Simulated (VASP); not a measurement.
The system is MgO.

```
Mg O
1.0
     3.10444    0.00000    0.00000
    -1.55222    2.68852    0.00000
     0.00000    0.00000    5.11484
Mg O
2 2
Direct
  0.00000 0.00000 0.00000
  0.00000 0.00000 0.50000
  0.33333 0.66667 0.75000
  0.66667 0.33333 0.25000
```

| Property | Result |
| --- | --- |
| Program | VASP 6.6.1 |
| Task | relaxation of cell and atoms |
| Functional | PBE |
| Potentials or basis | VASP PAW PBE potentials, release 64 (Mg_sv, O) |
| Cutoff | 840 eV |
| k mesh | 6 × 6 × 4 |
| Occupations | gaussian, width 0.1 eV |
| Spin | no spin polarisation |

At the start: pressure -10.1 GPa; volume 10.67 Å³/atom.

Question: How do energy, volume and symmetry change on relaxing?

Answer: Over 4 steps the energy falls by 56.1 meV/atom and the volume is 9.82 Å³/atom (-8.0 %); space group P6_3/mmc (No. 194, to 0.1 Å) before and after.

The path:
| step | energy change (eV) | largest force (eV/Å) | pressure (GPa) | volume (Å³) |
| --- | --- | --- | --- | --- |
| 1 | 0.0000 | 0.0000 | -10.08 | 42.69 |
| 2 | -0.2170 | 0.0000 | 1.92 | 38.61 |
| 3 | -0.2245 | 0.0000 | -0.21 | 39.20 |
| 4 | -0.2245 | 0.0000 | -0.46 | 39.26 |

Final structure:
```
Mg O
1.0
     2.96279    0.00000    0.00000
    -1.48140    2.56586    0.00000
     0.00000    0.00000    5.16496
Mg O
2 2
Direct
  0.00000 0.00000 0.00000
  0.00000 0.00000 0.50000
  0.33333 0.66667 0.75000
  0.66667 0.33333 0.25000
```
